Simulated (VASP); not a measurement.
# PdPt2S6 (R-3) in VASP: further runs

The runs below take PdPt2S6 through single point, relaxation of cell and atoms, with PBE.

All numbers are computed with VASP 6.6.1; they aren't measurements. Logs are shortened: lines on timing, memory, paths and dates and some standing lists are left out, and cuts for length are marked.

## (1) The cell of the first run

Symmetry: R-3, No. 148, trigonal system. The conventional cell has a = 6.183 Å, b = 6.183 Å, c = 19.355 Å, α = 90.00°, β = 90.00°, γ = 120.00°. Within 3.2 Å of Pd (site symmetry -3) lie 6 S at 2.40 Å. Pt (site symmetry 3) has 6 S at 2.40 Å within 3.2 Å. Within 3.3 Å of S (site symmetry 1) lie 2 Pt at 2.40 Å and 1 Pd at 2.40 Å and 3 S at 3.21 Å.

## (2) Single point, PBE

INCAR reads:

```
SYSTEM = PdPt2S6
  PREC = Accurate
  ENCUT = 520
  EDIFF = 1E-7
  ISMEAR = 0
  SIGMA = 0.02
  LREAL = .False.
  LASPH = .True.
  NELM = 80
  ALGO = Normal
  ISIF = 2
  LWAVE = .False.
  LCHARG = .True.
  GGA = PE
  LELF = .True.
  LVHAR = .True.
  NBANDS = 43
```

KPOINTS reads:

```
regular mesh
0
Gamma
  6 6 6
  0 0 0
```

POSCAR reads:

```
PdPt2S6
1.0
    3.0917168846      1.7850035922      6.4515446954
   -3.0917168846      1.7850035922      6.4515446954
    0.0000000000     -3.5700071345      6.4515447092
Pd Pt S
1 2 6
Direct
    0.5000000000      0.5000000000      0.5000000000
    0.1666790000      0.1666790000      0.1666790000
    0.8333210000      0.8333210000      0.8333210000
    0.4363010000      0.1026530000      0.7700600000
    0.1026530000      0.7700600000      0.4363010000
    0.7700600000      0.4363010000      0.1026530000
    0.5636990000      0.8973470000      0.2299400000
    0.2299400000      0.5636990000      0.8973470000
    0.8973470000      0.2299400000      0.5636990000
```

Potentials or basis: VASP PAW PBE potentials, release 64 (Pd, Pt, S).

Started as:

```bash
> cat potpaw_PBE.64/Pd/POTCAR potpaw_PBE.64/Pt/POTCAR potpaw_PBE.64/S/POTCAR > POTCAR
> mpirun -np 1 vasp_std > vasp.out
```

OUTCAR:

```text
SYSTEM = PdPt2S6
   PREC = Accurate
   ENCUT = 520
   EDIFF = 1E-7
   ISMEAR = 0
   LREAL = .False.
   LASPH = .True.
   NELM = 80
   ISIF = 2
   GGA = PE

 ion  position               nearest neighbor table
   1  0.500  0.500  0.500-   6 2.40   8 2.40   7 2.40   4 2.40   5 2.40   9 2.40
   2  0.167  0.167  0.167-   4 2.40   5 2.40   6 2.40   9 2.40   8 2.40   7 2.40
   3  0.833  0.833  0.833-   7 2.40   9 2.40   8 2.40   5 2.40   6 2.40   4 2.40
   4  0.436  0.103  0.770-   2 2.40   3 2.40   1 2.40
   5  0.103  0.770  0.436-   2 2.40   3 2.40   1 2.40
   6  0.770  0.436  0.103-   2 2.40   3 2.40   1 2.40
   7  0.564  0.897  0.230-   3 2.40   2 2.40   1 2.40
   8  0.230  0.564  0.897-   3 2.40   2 2.40   1 2.40
   9  0.897  0.230  0.564-   3 2.40   2 2.40   1 2.40

  LATTYP: Found a trigonal (rhomboedric) cell.
 ALAT       =     7.3734239045
 COS(alpha) =     0.6483658664

  Lattice vectors:

 A1 = (   3.0917168846,   1.7850035922,   6.4515446954)
 A2 = (  -3.0917168846,   1.7850035922,   6.4515446954)
 A3 = (   0.0000000000,  -3.5700071345,   6.4515447092)

Analysis of symmetry for initial positions (statically):
=====================================================================
 Subroutine PRICEL returns:
 Original cell was already a primitive cell.

 Routine SETGRP: Setting up the symmetry group for a
 trigonal (rhombohedral) supercell.

 Subroutine GETGRP returns: Found  6 space group operations
 (whereof  6 operations were pure point group operations)
 out of a pool of 12 trial point group operations.

The static configuration has the point symmetry S_6 .

Analysis of symmetry for dynamics (positions and initial velocities):
=====================================================================
 Subroutine PRICEL returns:
 Original cell was already a primitive cell.

 Routine SETGRP: Setting up the symmetry group for a
 trigonal (rhombohedral) supercell.

 Subroutine GETGRP returns: Found  6 space group operations
 (whereof  6 operations were pure point group operations)
 out of a pool of 12 trial point group operations.

The dynamic configuration has the point symmetry S_6 .

 Subroutine INISYM returns: Found  6 space group operations
 (whereof  6 operations are pure point group operations),
 and found     1 'primitive' translations

----------------------------------------------------------------------------------------

                                     Primitive cell

  volume of cell :     213.6258

  direct lattice vectors                    reciprocal lattice vectors
     3.091716885  1.785003592  6.451544695     0.161722441  0.093370495  0.051667213
    -3.091716885  1.785003592  6.451544695    -0.161722441  0.093370495  0.051667213
     0.000000000 -3.570007134  6.451544709     0.000000000 -0.186740989  0.051667213

  length of vectors
     7.373423904  7.373423904  7.373423904     0.193756801  0.193756801  0.193756801

  position of ions in fractional coordinates (direct lattice)
     0.500000000  0.500000000  0.500000000
     0.166679000  0.166679000  0.166679000
     0.833321000  0.833321000  0.833321000
     0.436301000  0.102653000  0.770060000
     0.102653000  0.770060000  0.436301000
     0.770060000  0.436301000  0.102653000
     0.563699000  0.897347000  0.229940000
     0.229940000  0.563699000  0.897347000
     0.897347000  0.229940000  0.563699000

  ion indices of the primitive-cell ions
   primitive index   ion index
                 1           1
                 2           2
                 3           3
                 4           4
                 5           5
                 6           6
                 7           7
                 8           8
                 9           9

----------------------------------------------------------------------------------------

 KPOINTS: regular mesh

Automatic generation of k-mesh.
 Grid dimensions read from file:
 generate k-points for:    6    6    6

 Generating k-lattice:

  Cartesian coordinates                     Fractional coordinates (reciprocal lattice)
     0.026953740  0.015561749  0.008611202     0.166666667 -0.000000000 -0.000000000
    -0.026953740  0.015561749  0.008611202    -0.000000000  0.166666667 -0.000000000
     0.000000000 -0.031123498  0.008611202    -0.000000000 -0.000000000  0.166666667

  Length of vectors
     0.032292800  0.032292800  0.032292800

  Shift w.r.t. Gamma in fractional coordinates (k-lattice)
     0.000000000  0.000000000  0.000000000

 Subroutine IBZKPT returns following result:
 ===========================================

 Found     40 irreducible k-points:

 Following reciprocal coordinates:
            Coordinates               Weight
  0.000000  0.000000  0.000000      1.000000
  0.166667 -0.000000 -0.000000      6.000000
  0.333333  0.000000  0.000000      6.000000
  0.500000 -0.000000 -0.000000      3.000000
  0.166667  0.166667 -0.000000      6.000000
  0.333333  0.166667 -0.000000      6.000000
[... 16 lines left out ...]
  0.333333  0.333333  0.166667      6.000000
  0.500000  0.333333  0.166667      6.000000
 [... further k-points ...]
   k-points           NKPTS =     40   k-points in BZ     NKDIM =     40   number of bands    NBANDS=     43
   number of dos      NEDOS =    301   number of ions     NIONS =      9
   total plane-waves  NPLWV = 175616
   dimension x,y,z NGX =    56 NGY =   56 NGZ =   56
   dimension x,y,z NGXF=   112 NGYF=  112 NGZF=  112
   ions per type =               1   2   6
   NGX,Y,Z   is equivalent  to a cutoff of  12.63, 12.63, 12.63 a.u.
   NGXF,Y,Z  is equivalent  to a cutoff of  25.25, 25.25, 25.25 a.u.
 SYSTEM =  PdPt2S6
   PREC   = accura    normal or accurate (medium, high low for compatibility)
   ISTART =      0    job   : 0-new  1-cont  2-samecut
   ICHARG =      2    charge: 1-file 2-atom 10-const
   ISPIN  =      1    spin polarized calculation?
   LNONCOLLINEAR =      F non collinear calculations
   LSORBIT =      F    spin-orbit coupling
   LASPH  =      T    aspherical Exc in radial PAW
   ENCUT  =  520.0 eV  38.22 Ry    6.18 a.u.  13.71 13.71 13.71*2*pi/ulx,y,z
   NELM   =     80;   NELMIN=  2; NELMDL= -5     # of ELM steps
   EDIFF  = 0.1E-06   stopping-criterion for ELM
   LREAL  =      F    real-space projection
   EDIFFG = 0.1E-05   stopping-criterion for IOM
   NSW    =      0    number of steps for IOM
   IBRION =     -1    ionic relax: 0-MD 1-quasi-New 2-CG
   NFREE  =      0    steps in history (QN), initial steepest desc. (CG)
   ISIF   =      2    stress and relaxation
   ISYM   =      2    0-nonsym 1-usesym 2-fastsym
   POTIM  = 0.5000    time-step for ionic-motion
   TEBEG  =    0.0;   TEEND  =   0.0 temperature during run
   PSTRESS=    0.0 pullay stress
   NELECT =      66.0000    total number of electrons
   NUPDOWN=      -1.0000    fix difference up-down
   EMIN   =  10.00;   EMAX   =-10.00  energy-range for DOS
   EFERMI =   0.00;   METHOD = LEGACY
   ISMEAR =     0;   SIGMA  =   0.02  broadening in eV -4-tet -1-fermi 0-gaus
   EFERMI_NEDOS =   21; number of points for ismear=-14 and -15
   IALGO  =     38    algorithm
   IMIX   =      4    mixing-type and parameters
     AMIX     =   0.40;   BMIX     =  1.00
     AMIX_MAG =   1.60;   BMIX_MAG =  1.00
  volume/ion in A,a.u.               =      23.74       160.18
  Fermi-wavevector in a.u.,A,eV,Ry     =   1.106721  2.091400 16.664848  1.224832
  Thomas-Fermi vector in A             =   2.243226
   LORBIT       =      0    0 simple, 1 ext, 2 COOP (PROOUT), +10 PAW based schemes
   GGA     = PE    functional components
   LHFCALC =     F    Hartree Fock is set to
   AEXX    =    0.0000 exact exchange contribution
   IVDW    =     0    specifies the selected vdW correction
   LEPSILON=     F    determine dielectric tensor
   LRPA    =     F    only Hartree local field effects (RPA)
 non-spin polarized calculation
 Gauss-broadening in eV      SIGMA  =   0.02
  energy-cutoff  :      520.00
  volume of cell :      213.63
 maximum number of plane-waves:      5772
   NGX = 27   NGY = 27   NGZ = 27

 number of electron      65.9999998 magnetization

 Free energy of the ion-electron system (eV)
  ---------------------------------------------------
  ext. energy  EPLUGINS =         0.00000000
  ---------------------------------------------------
  free energy    TOTEN  =       -44.92532811 eV

  energy without entropy =      -44.92532811  energy(sigma->0) =      -44.92532811

 E-fermi :   3.2222     XC(G=0):  -8.9207

 val. band max:        3.1030147610   @ k =  -0.3333   0.1667   0.1667
 cond. band min:       4.3487914219   @ k =   0.5000  -0.0000  -0.3333
 fundamental gap:      1.2457766609
 Fermi energy:         3.2222047276

 k-point     1 :       0.0000    0.0000    0.0000
  band No.  band energies     occupation
      1     -10.8422      2.00000
      2      -9.0604      2.00000
      3      -9.0604      2.00000
      4      -9.0011      2.00000
      5      -9.0011      2.00000
      6      -8.7223      2.00000
[... 35 lines left out ...]
     42       9.9587      0.00000
     43      10.6045      0.00000

 k-point     2 :       0.1667   -0.0000   -0.0000
  band No.  band energies     occupation
      1     -10.7343      2.00000
      2      -9.1483      2.00000
      3      -9.1025      2.00000
      4      -9.0429      2.00000
      5      -8.9955      2.00000
      6      -8.7453      2.00000
[... 35 lines left out ...]
     42       9.6754      0.00000
     43      10.2716      0.00000

 k-point     3 :       0.3333    0.0000    0.0000
  band No.  band energies     occupation
      1     -10.4300      2.00000
      2      -9.4895      2.00000
      3      -9.2298      2.00000
      4      -9.0013      2.00000
      5      -8.9773      2.00000
      6      -8.8057      2.00000
[... 919 lines left out ...]
      6      -8.7787      2.00000
[... 35 lines left out ...]
     42       9.8048      0.00000
     43      10.3953      0.00000

 k-point    24 :       0.5000    0.3333    0.1667
  band No.  band energies     occupation
      1     -10.5108      2.00000
      2      -9.3010      2.00000
      3      -9.2810      2.00000
      4      -9.0095      2.00000
      5      -8.9897      2.00000
      6      -8.8216      2.00000
[... 35 lines left out ...]
     42      10.1149      0.00000
     43      10.2135      0.00000

 [... further k-points ...]
[... 5 lines left out ...]
  --------------------------------------------------------------------------------------
  -------------------------------------------------------------------------------------
  Total       -0.5256701     -0.5256701     -0.3600343      0.0000000      0.0000000     -0.0000000
  in kB       -3.9424852     -3.9424852     -2.7002295      0.0000000      0.0000000     -0.0000000
  external PRESSURE =      -3.5284000 kB  Pullay stress =       0.0000000 kB

 VOLUME and BASIS-vectors are now :
 -----------------------------------------------------------------------------
  energy-cutoff  :      520.00
  volume of cell :      213.63
      direct lattice vectors                 reciprocal lattice vectors
     3.091716885  1.785003592  6.451544695     0.161722441  0.093370495  0.051667213
    -3.091716885  1.785003592  6.451544695    -0.161722441  0.093370495  0.051667213
     0.000000000 -3.570007134  6.451544709     0.000000000 -0.186740989  0.051667213

 POSITION                                       TOTAL-FORCE (eV/Angst)
 -----------------------------------------------------------------------------------
      0.00000      0.00000      9.67732         0.000000     -0.000000     -0.000000
      0.00000      0.00000      3.22601         0.000000      0.000000      0.000060
      0.00000      0.00000     16.12862         0.000000     -0.000000     -0.000060
      1.03155     -1.78708      8.44516         0.006255     -0.010805      0.039132
     -2.06343      0.00020      8.44516        -0.012485     -0.000015      0.039132
      1.03189      1.78689      8.44516         0.006230      0.010819      0.039132
     -1.03155      1.78708     10.90947        -0.006255      0.010805     -0.039132
     -1.03189     -1.78689     10.90947        -0.006230     -0.010819     -0.039132
      2.06343     -0.00020     10.90947         0.012485      0.000015     -0.039132
 -----------------------------------------------------------------------------------
    total drift:                                0.000000     -0.000000      0.000000

  FREE ENERGIE OF THE ION-ELECTRON SYSTEM (eV)
  ---------------------------------------------------
  free  energy   TOTEN  =       -44.9253281094 eV

  energy  without entropy=      -44.9253281094  energy(sigma->0) =      -44.92532811
```

Wall time 9.3 min (1 thread of Intel Xeon Platinum 8375C at 2.90GHz (Ice Lake), shared host); peak memory 0.62 GiB.

Results:

- Free energy: -44.9253 eV
- Pressure: -0.4 GPa
- Largest force: 0.041 eV/Å
- Band gap on the k mesh: 1.25 eV (least direct gap 1.36 eV)

Forces on the atoms (eV/Å):
```
Pd   0.000  0.000  0.000
Pt   0.000  0.000  0.000
Pt   0.000  0.000  0.000
S    0.006 -0.011  0.039
S   -0.012  0.000  0.039
S    0.006  0.011  0.039
S   -0.006  0.011 -0.039
S   -0.006 -0.011 -0.039
S    0.012  0.000 -0.039
```

Levels at points of the mesh, in eV from the valence-band top:
```tsv
k point	band 31	band 32	band 33	band 34	band 35	band 36
(0.00, 0.00, 0.00)	-0.36	-0.33	-0.33	1.58	1.58	2.10
(0.50, 0.00, 0.00)	-0.65	-0.18	0.00	1.44	1.63	1.93
(0.50, 0.50, 0.00)	-0.56	-0.31	-0.13	1.42	1.59	1.93
(0.50, 0.50, 0.50)	-0.78	-0.34	-0.34	1.46	1.46	1.97
```

Caveat: spin-orbit coupling is left out, which moves the levels of the heavy elements. A k mesh can miss the band edges.

## (3) Relaxation of cell and atoms, PBE

INCAR reads:

```
ALGO = Normal
EDIFF = 1E-6
EDIFFG = -0.01
ENCUT = 600
GGA = PE
IBRION = 2
ISIF = 3
ISMEAR = 0
LASPH = True
LCHARG = False
LREAL = False
LWAVE = False
NELM = 80
NSW = 100
PREC = Accurate
SIGMA = 0.02
```

KPOINTS reads:

```
k-points
0
Gamma
  6 6 6
```

Edit POSCAR of step 2 so:

```diff
@@ -2,5 +2,5 @@
 1.0
-    3.0917168846      1.7850035922      6.4515446954
-   -3.0917168846      1.7850035922      6.4515446954
-    0.0000000000     -3.5700071345      6.4515447092
+    3.0917169000      1.7850036000      6.4515447000
+   -3.0917169000      1.7850036000      6.4515447000
+    0.0000000000     -3.5700071000      6.4515447000
 Pd Pt S
```

Potentials or basis: VASP PAW PBE potentials, release 64 (Pd, Pt, S).

Started as:

```bash
> cat potpaw_PBE.64/Pd/POTCAR potpaw_PBE.64/Pt/POTCAR potpaw_PBE.64/S/POTCAR > POTCAR
> mpirun -np 1 vasp_std > vasp.out
```

OUTCAR:

```text
EDIFF = 1E-6
   EDIFFG = -0.01
   ENCUT = 600
   GGA = PE
   IBRION = 2
   ISIF = 3
   ISMEAR = 0
   LASPH = True
   LREAL = False
   NELM = 80
   NSW = 100
   PREC = Accurate

 ion  position               nearest neighbor table
   1  0.500  0.500  0.500-   6 2.40   8 2.40   7 2.40   4 2.40   5 2.40   9 2.40
   2  0.167  0.167  0.167-   4 2.40   5 2.40   6 2.40   9 2.40   8 2.40   7 2.40
   3  0.833  0.833  0.833-   7 2.40   9 2.40   8 2.40   5 2.40   6 2.40   4 2.40
   4  0.436  0.103  0.770-   2 2.40   3 2.40   1 2.40
   5  0.103  0.770  0.436-   2 2.40   3 2.40   1 2.40
   6  0.770  0.436  0.103-   2 2.40   3 2.40   1 2.40
   7  0.564  0.897  0.230-   3 2.40   2 2.40   1 2.40
   8  0.230  0.564  0.897-   3 2.40   2 2.40   1 2.40
   9  0.897  0.230  0.564-   3 2.40   2 2.40   1 2.40

  LATTYP: Found a trigonal (rhomboedric) cell.
 ALAT       =     7.3734239169
 COS(alpha) =     0.6483658641

  Lattice vectors:

 A1 = (   3.0917169000,   1.7850036000,   6.4515447000)
[... 282 lines left out ...]
  ext. energy  EPLUGINS =         0.00000000
  ---------------------------------------------------
  free energy    TOTEN  =       -44.92736452 eV

  energy without entropy =      -44.92736452  energy(sigma->0) =      -44.92736452

 E-fermi :   3.2499     XC(G=0):  -8.9317

 val. band max:        3.1334860401   @ k =  -0.3333   0.1667   0.1667
 cond. band min:       4.3830532486   @ k =   0.5000   0.0000  -0.3333
 fundamental gap:      1.2495672085
 Fermi energy:         3.2499255902

 k-point     1 :       0.0000    0.0000    0.0000
  band No.  band energies     occupation
      1     -10.8377      2.00000
      2      -9.0444      2.00000
      3      -9.0444      2.00000
      4      -8.9847      2.00000
      5      -8.9847      2.00000
      6      -8.7019      2.00000
[... 997 lines left out ...]
     38       5.5411      0.00000
     39       5.7993      0.00000

 [... further k-points ...]
[... 5 lines left out ...]
  --------------------------------------------------------------------------------------
  -------------------------------------------------------------------------------------
  Total        0.0032623      0.0032623      0.0112859      0.0000000      0.0000000      0.0000000
  in kB        0.0245357      0.0245357      0.0848800      0.0000003      0.0000000      0.0000000
  external PRESSURE =       0.0446505 kB  Pullay stress =       0.0000000 kB
[... 24 lines left out ...]
  FREE ENERGIE OF THE ION-ELECTRON SYSTEM (eV)
  ---------------------------------------------------
  free  energy   TOTEN  =       -44.9273645235 eV

  energy  without entropy=      -44.9273645235  energy(sigma->0) =      -44.92736452

 reached required accuracy - stopping structural energy minimisation
```

Run time: 45 min. Hardware: 1 thread of AMD EPYC 9755, shared host; peak memory 0.71 GiB.

Results:

- Free energy: -44.9274 eV
- Relaxed volume: 23.67 Å³/atom
- Relaxed cell: a = 7.368 Å, b = 7.368 Å, c = 7.368 Å, α = 49.57°, β = 49.57°, γ = 49.57°
- Space group after relaxing (to 0.1 Å): R-3 (No. 148)
- Energy gained by relaxing: 0.1 meV/atom
- Ionic steps: 3
- Pressure after relaxing: 0.0 GPa
- Largest force after relaxing: 0.006 eV/Å
- Band gap on the k mesh: 1.25 eV (least direct gap 1.37 eV)

Forces on the atoms (eV/Å):
```
Pd   0.000  0.000  0.000
Pt   0.000  0.000  0.000
Pt   0.000  0.000  0.000
S    0.002 -0.004 -0.003
S   -0.005  0.000 -0.003
S    0.002  0.004 -0.003
S   -0.002  0.004  0.003
S   -0.002 -0.004  0.003
S    0.005  0.000  0.003
```

Step by step:
```tsv
step	energy change (eV)	largest force (eV/Å)	pressure (GPa)	volume (Å³)
1	0.0000	0.0420	-0.32	213.63
2	0.0009	0.0696	0.49	212.15
3	-0.0007	0.0059	0.00	213.03
```

Final structure:
```
CELL_PARAMETERS angstrom
3.08847 1.78313 6.44710
-3.08847 1.78313 6.44710
0.00000 -3.56626 6.44710
ATOMIC_POSITIONS crystal
Pd 0.50000 0.50000 0.50000
Pt 0.16668 0.16668 0.16668
Pt 0.83332 0.83332 0.83332
S 0.43634 0.10265 0.77014
S 0.10265 0.77014 0.43634
S 0.77014 0.43634 0.10265
S 0.56366 0.89735 0.22986
S 0.22986 0.56366 0.89735
S 0.89735 0.22986 0.56366
```

Levels at points of the mesh, in eV from the valence-band top:
```tsv
k point	band 29	band 30	band 31	band 32	band 33	band 34	band 35	band 36	band 37	band 38
(0.00, 0.00, 0.00)	-0.86	-0.86	-0.37	-0.33	-0.33	1.58	1.58	2.11	2.11	2.89
(0.50, 0.00, 0.00)	-0.94	-0.87	-0.66	-0.18	0.00	1.44	1.63	1.94	2.18	2.54
(0.50, 0.50, 0.00)	-0.85	-0.84	-0.56	-0.31	-0.13	1.42	1.59	1.93	2.12	2.44
(0.50, 0.50, 0.50)	-0.82	-0.82	-0.78	-0.34	-0.34	1.46	1.46	1.98	1.98	2.92
```

Caveat: spin-orbit coupling is left out, which moves the levels of the heavy elements. A k mesh can miss the band edges.
